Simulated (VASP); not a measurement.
# Cu (I4/mmm) in VASP: single point with LDA

Aim: the single point of Cu with LDA.

All numbers are computed with VASP 6.6.1; they aren't measurements. Logs are shortened: lines on timing, memory, paths and dates and some standing lists are left out, and cuts for length are marked.

## 1. The cell of the first run

Symmetry: I4/mmm, No. 139, tetragonal system. Conventional cell: a = 2.886 Å, b = 2.886 Å, c = 2.752 Å, α = 90.00°, β = 90.00°, γ = 90.00°. Cu (site symmetry 4/mmm) has 14 Cu at 2.46 to 2.89 Å within 3.2 Å.

## 2. Single point, LDA

The input, INCAR:

```
SYSTEM = Cu
PREC = Accurate
ENCUT = 520
EDIFF = 1E-6
ISMEAR = -1
SIGMA = 0.05
LREAL = .False.
LASPH = .True.
NELM = 60
ALGO = Normal
ISIF = 2
LWAVE = .False.
LCHARG = .False.
GGA = CA
NBANDS = 12
```

The input, KPOINTS:

```
Automatic mesh
0
Gamma
  7 7 7
  0 0 0
```

The input, POSCAR:

```
Cu
1.0
    2.4610780000      0.0000000000      0.0000000000
   -0.9222399113      2.2817489932      0.0000000000
   -0.7694191290     -1.1408746222      2.0404176588
Cu
1
Direct
    0.0000000000      0.0000000000      0.0000000000
```

Potentials or basis: VASP PAW LDA potentials, release 64 (Cu).

Launch:

```console
$ cat potpaw_LDA.64/Cu/POTCAR > POTCAR
$ mpirun -np 1 vasp_std > vasp.out
```

OUTCAR:

```text
SYSTEM = Cu
   PREC = Accurate
   ENCUT = 520
   EDIFF = 1E-6
   ISMEAR = -1
   LREAL = .False.
   LASPH = .True.
   NELM = 60
   ISIF = 2
   GGA = CA

 ion  position               nearest neighbor table
   1  0.000  0.000  0.000-

  LATTYP: Found a body centered tetragonal cell.
 ALAT       =     2.8855863982
 C/A-ratio  =     0.9537621168

  Lattice vectors:

 A1 = (   2.4610780000,   0.0000000000,   0.0000000000)
 A2 = (  -0.9222399113,   2.2817489932,   0.0000000000)
 A3 = (  -0.7694191290,  -1.1408746222,   2.0404176588)

Analysis of symmetry for initial positions (statically):
=====================================================================
 Subroutine PRICEL returns:
 Original cell was already a primitive cell.

 Routine SETGRP: Setting up the symmetry group for a
 body centered tetragonal supercell.

 Subroutine GETGRP returns: Found 16 space group operations
 (whereof 16 operations were pure point group operations)
 out of a pool of 16 trial point group operations.

The static configuration has the point symmetry D_4h.

Analysis of symmetry for dynamics (positions and initial velocities):
=====================================================================
 Subroutine PRICEL returns:
 Original cell was already a primitive cell.

 Routine SETGRP: Setting up the symmetry group for a
 body centered tetragonal supercell.

 Subroutine GETGRP returns: Found 16 space group operations
 (whereof 16 operations were pure point group operations)
 out of a pool of 16 trial point group operations.

The dynamic configuration has the point symmetry D_4h.

 Subroutine INISYM returns: Found 16 space group operations
 (whereof 16 operations are pure point group operations),
 and found     1 'primitive' translations

----------------------------------------------------------------------------------------

                                     Primitive cell

  volume of cell :      11.4581

  direct lattice vectors                    reciprocal lattice vectors
     2.461078000  0.000000000  0.000000000     0.406326008  0.164229310  0.245047896
    -0.922239911  2.281748993  0.000000000     0.000000000  0.438260301  0.245047896
    -0.769419129 -1.140874622  2.040417659     0.000000000  0.000000000  0.490095739

  length of vectors
     2.461078000  2.461078000  2.461078000     0.502116085  0.502116085  0.490095739

  position of ions in fractional coordinates (direct lattice)
     0.000000000  0.000000000  0.000000000

  ion indices of the primitive-cell ions
   primitive index   ion index
                 1           1

----------------------------------------------------------------------------------------

 KPOINTS: Automatic mesh

Automatic generation of k-mesh.
 Grid dimensions read from file:
 generate k-points for:    7    7    7

 Generating k-lattice:

  Cartesian coordinates                     Fractional coordinates (reciprocal lattice)
     0.058046573  0.023461330  0.035006842     0.142857143  0.000000000 -0.000000000
     0.000000000  0.062608614  0.035006842     0.000000000  0.142857143  0.000000000
     0.000000000  0.000000000  0.070013677     0.000000000  0.000000000  0.142857143

  Length of vectors
     0.071730869  0.071730869  0.070013677

  Shift w.r.t. Gamma in fractional coordinates (k-lattice)
     0.000000000  0.000000000  0.000000000

 Subroutine IBZKPT returns following result:
 ===========================================

 Found     40 irreducible k-points:

 Following reciprocal coordinates:
            Coordinates               Weight
  0.000000  0.000000  0.000000      1.000000
  0.142857  0.000000 -0.000000      8.000000
  0.285714  0.000000  0.000000      8.000000
  0.428571  0.000000 -0.000000      8.000000
  0.142857  0.142857  0.000000      8.000000
  0.285714  0.142857 -0.000000     16.000000
[... 16 lines left out ...]
 -0.142857  0.285714  0.142857      8.000000
 -0.428571  0.428571  0.142857      8.000000
 [... further k-points ...]
   k-points           NKPTS =     40   k-points in BZ     NKDIM =     40   number of bands    NBANDS=     12
   number of dos      NEDOS =    301   number of ions     NIONS =      1
   total plane-waves  NPLWV =   5832
   dimension x,y,z NGX =    18 NGY =   18 NGZ =   18
   dimension x,y,z NGXF=    36 NGYF=   36 NGZF=   36
   ions per type =               1
   NGX,Y,Z   is equivalent  to a cutoff of  12.16, 12.16, 12.16 a.u.
   NGXF,Y,Z  is equivalent  to a cutoff of  24.32, 24.32, 24.32 a.u.
 SYSTEM =  Cu
   PREC   = accura    normal or accurate (medium, high low for compatibility)
   ISTART =      0    job   : 0-new  1-cont  2-samecut
   ICHARG =      2    charge: 1-file 2-atom 10-const
   ISPIN  =      1    spin polarized calculation?
   LNONCOLLINEAR =      F non collinear calculations
   LSORBIT =      F    spin-orbit coupling
   LASPH  =      T    aspherical Exc in radial PAW
   ENCUT  =  520.0 eV  38.22 Ry    6.18 a.u.   4.58  4.58  4.58*2*pi/ulx,y,z
   NELM   =     60;   NELMIN=  2; NELMDL= -5     # of ELM steps
   EDIFF  = 0.1E-05   stopping-criterion for ELM
   LREAL  =      F    real-space projection
   EDIFFG = 0.1E-04   stopping-criterion for IOM
   NSW    =      0    number of steps for IOM
   IBRION =     -1    ionic relax: 0-MD 1-quasi-New 2-CG
   NFREE  =      0    steps in history (QN), initial steepest desc. (CG)
   ISIF   =      2    stress and relaxation
   ISYM   =      2    0-nonsym 1-usesym 2-fastsym
   POTIM  = 0.5000    time-step for ionic-motion
   TEBEG  =    0.0;   TEEND  =   0.0 temperature during run
   PSTRESS=    0.0 pullay stress
   NELECT =      11.0000    total number of electrons
   NUPDOWN=      -1.0000    fix difference up-down
   EMIN   =  10.00;   EMAX   =-10.00  energy-range for DOS
   EFERMI =   0.00;   METHOD = LEGACY
   ISMEAR =    -1;   SIGMA  =   0.05  broadening in eV -4-tet -1-fermi 0-gaus
   EFERMI_NEDOS =   21; number of points for ismear=-14 and -15
   IALGO  =     38    algorithm
   IMIX   =      4    mixing-type and parameters
     AMIX     =   0.40;   BMIX     =  1.00
     AMIX_MAG =   1.60;   BMIX_MAG =  1.00
  volume/ion in A,a.u.               =      11.46        77.32
  Fermi-wavevector in a.u.,A,eV,Ry     =   1.614984  3.051878 35.486363  2.608174
  Thomas-Fermi vector in A             =   2.709805
   LORBIT       =      0    0 simple, 1 ext, 2 COOP (PROOUT), +10 PAW based schemes
   GGA     = CA    functional components
   LHFCALC =     F    Hartree Fock is set to
   AEXX    =    0.0000 exact exchange contribution
   IVDW    =     0    specifies the selected vdW correction
   LEPSILON=     F    determine dielectric tensor
   LRPA    =     F    only Hartree local field effects (RPA)
 non-spin polarized calculation
  energy-cutoff  :      520.00
  volume of cell :       11.46
 maximum number of plane-waves:       325
   NGX =  9   NGY =  9   NGZ =  9

 number of electron      10.9999998 magnetization

 Free energy of the ion-electron system (eV)
  ---------------------------------------------------
  ext. energy  EPLUGINS =         0.00000000
  ---------------------------------------------------
  free energy    TOTEN  =        -4.67165588 eV

  energy without entropy =       -4.66754442  energy(sigma->0) =       -4.66960015

 E-fermi :   7.6779     XC(G=0): -13.2792

 val. band max:        7.6632409052   @ k =  -0.4286   0.4286   0.1429
 cond. band min:       7.8270694671   @ k =  -0.1429   0.4286   0.1429
 fundamental gap:      0.1638285620
 Fermi energy:         7.6778941812

 k-point     1 :       0.0000    0.0000    0.0000
  band No.  band energies     occupation
      1      -1.8503      2.00000
      2       4.3825      2.00000
      3       4.5661      2.00000
      4       4.5661      2.00000
      5       5.4452      2.00000
      6       5.6832      2.00000
      7      32.6536      0.00000
      8      32.6536      0.00000
      9      33.9156      0.00000
     10      36.4527      0.00000
     11      36.4527      0.00000
     12      36.7306      0.00000

 k-point     2 :       0.1429    0.0000   -0.0000
  band No.  band energies     occupation
      1      -1.0459      2.00000
      2       4.3085      2.00000
      3       4.5313      2.00000
      4       4.7948      2.00000
      5       5.4462      2.00000
      6       5.6004      2.00000
      7      27.7048      0.00000
      8      30.5657      0.00000
      9      31.0159      0.00000
     10      32.2413      0.00000
     11      33.8743      0.00000
     12      36.0700      0.00000

 k-point     3 :       0.2857    0.0000    0.0000
  band No.  band energies     occupation
      1       1.0520      2.00000
      2       3.9789      2.00000
      3       4.5169      2.00000
      4       5.4899      2.00000
      5       5.5458      2.00000
      6       5.6194      2.00000
      7      20.0444      0.00000
      8      27.2094      0.00000
      9      27.6977      0.00000
     10      30.0077      0.00000
     11      32.5742      0.00000
     12      38.6948      0.00000
[... 286 lines left out ...]
 k-point    23 :      -0.1429    0.2857    0.1429
  band No.  band energies     occupation
      1       1.5777      2.00000
      2       4.3077      2.00000
      3       4.3413      2.00000
      4       5.1434      2.00000
      5       5.5089      2.00000
      6       5.9725      2.00000
      7      21.0182      0.00000
      8      23.7866      0.00000
      9      25.2793      0.00000
     10      31.4228      0.00000
     11      35.0687      0.00000
     12      37.1612      0.00000

 k-point    24 :      -0.4286    0.4286    0.1429
  band No.  band energies     occupation
      1       2.7947      2.00000
      2       4.2845      2.00000
      3       4.3929      2.00000
      4       5.1852      2.00000
      5       6.1780      2.00000
      6       7.6632      1.14549
      7      13.6157      0.00000
      8      23.5626      0.00000
      9      25.4884      0.00000
     10      32.5677      0.00000
     11      34.4841      0.00000
     12      36.0438      0.00000

 [... further k-points ...]

------------------------ aborting loop because EDIFF is reached ----------------------------------------

  FORCE on cell =-STRESS in cart. coord.  units (eV):
  Direction    XX          YY          ZZ          XY          YZ          ZX
  --------------------------------------------------------------------------------------
  -------------------------------------------------------------------------------------
  Total       -0.4659426     -0.6099763     -0.3457761     -0.1781796      0.0000000      0.0000000
  in kB      -65.1524340    -85.2925701    -48.3496385    -24.9147399      0.0000030      0.0000020
  external PRESSURE =     -66.2648809 kB  Pullay stress =       0.0000000 kB

 VOLUME and BASIS-vectors are now :
 -----------------------------------------------------------------------------
  energy-cutoff  :      520.00
  volume of cell :       11.46
      direct lattice vectors                 reciprocal lattice vectors
     2.461078000  0.000000000  0.000000000     0.406326008  0.164229310  0.245047896
    -0.922239911  2.281748993  0.000000000     0.000000000  0.438260301  0.245047896
    -0.769419129 -1.140874622  2.040417659     0.000000000  0.000000000  0.490095739

 POSITION                                       TOTAL-FORCE (eV/Angst)
 -----------------------------------------------------------------------------------
      0.00000      0.00000      0.00000         0.000000     -0.000000      0.000000
 -----------------------------------------------------------------------------------
    total drift:                                0.000000      0.000000      0.000000

  FREE ENERGIE OF THE ION-ELECTRON SYSTEM (eV)
  ---------------------------------------------------
  free  energy   TOTEN  =        -4.6716558753 eV

  energy  without entropy=       -4.6675444171  energy(sigma->0) =       -4.66960015
```

It took 4.4 s on 1 thread of Intel Xeon Platinum 8259CL at 2.50GHz (Skylake/Cascade Lake), shared host; peak memory 0.11 GiB.

What came out:

```
Free energy : -4.6717 eV
Pressure    : -6.6 GPa
```

Caveat: the k points lie up to 0.45 Å⁻¹ apart.
